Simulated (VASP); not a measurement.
Write the native input for VASP 6.6.1 that does the following.

```yaml
Task: electric field gradients
Functional: PBEsol
Potentials_or_basis: VASP PAW PBE potentials, release 64 (Os)
Cutoff: 520 eV
k_mesh: 14 × 14 × 14
Occupations: fermi-dirac, width 0.05 eV
Spin: no spin polarisation
Dipole_correction: no
Further_INCAR_settings: ALGO = Normal; EDIFF = 1e-08; NBANDS = 10
```

The structure of Os lies in POSCAR:

```
Os
1.0
    0.0000000000      1.9187129938      1.9187129938
    1.9187129938      0.0000000000      1.9187129938
    1.9187129938      1.9187129938      0.0000000000
Os
1
Direct
    0.0000000000      0.0000000000      0.0000000000
```

This cell differs from its parent crystal: volume scaled by 0.96.

These files were run (other wordings do the same):

INCAR

```
SYSTEM = Os
  PREC = Accurate
  ENCUT = 520
  EDIFF = 1E-8
  ISMEAR = -1
  SIGMA = 0.05
  LREAL = .FALSE.
  LASPH = .TRUE.
  NELM = 60
  ALGO = Normal
  ISIF = 2
  LWAVE = .FALSE.
  LCHARG = .FALSE.
  GGA = PS
  LEFG = .TRUE.
  NBANDS = 10
```

KPOINTS

```
Automatic mesh
0
G
  14 14 14
  0 0 0
```

Potentials or basis: VASP PAW PBE potentials, release 64 (Os).

Command:

```bash
$ cat potpaw_PBE.64/Os/POTCAR > POTCAR
$ mpirun -np 1 vasp_std > vasp.out
```

Results of the run:

```
Pressure               : -4.8 GPa
Band gap on the k mesh : zero (band 4 reaches 11.44 eV, above the bottom of band 5 at 7.71 eV)
```

Caveat: without QUAD_EFG the Cq values of the log hold for a quadrupole moment of 1 mb, not for the nuclei; the PAW data sets were made with another functional, which shifts forces and pressure a little; spin-orbit coupling is left out, which moves the levels of the heavy elements.

Run time: 6 s on 1 thread of Intel(R) Xeon(R) 6975P-C (Granite Rapids), with other jobs on the host, peak memory 0.13 GiB.
